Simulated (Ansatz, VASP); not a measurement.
Two plane-wave programs on LiGeN

```
Li Ge N
1.0
     1.96889   -3.99662    0.00000
     1.96889    3.99662    0.00000
     0.00000    0.00000    5.27175
Li Ge N
2 2 2
Direct
  0.73249 0.26751 0.25000
  0.26751 0.73249 0.75000
  0.50000 0.50000 0.00000
  0.50000 0.50000 0.50000
  0.09239 0.90761 0.25000
  0.90761 0.09239 0.75000
```

Alike in both runs: task single point; functional PBE; k mesh 6 × 6 × 4; occupations gaussian, width 0.1 eV; no spin polarisation.

|  | VASP | Ansatz |
| --- | --- | --- |
| version | VASP 6.6.1 | Ansatz 0.2.0 |
| potentials or method | VASP PAW PBE potentials, release 64 (Li_sv, Ge_d, N), cutoff 520 eV | scalar-relativistic, plane waves, PAW |
| valence electrons in the cell | 44 | 44 |

|  | VASP | Ansatz | Ansatz less VASP |
| --- | --- | --- | --- |
| gap on the k mesh at the Fermi level (eV) | none | none | - |
| rms of the force components (eV/Å) | 0.813 | 0.808 | -0.0050 |

Atom by atom the forces differ by 0.005 eV/Å (rms over components). A gap of «none» marks a metal or a gap that the smearing closes.

Noted on VASP's run: the cutoff is under 1.25 times that of the potentials, so the pressure is a little rough.
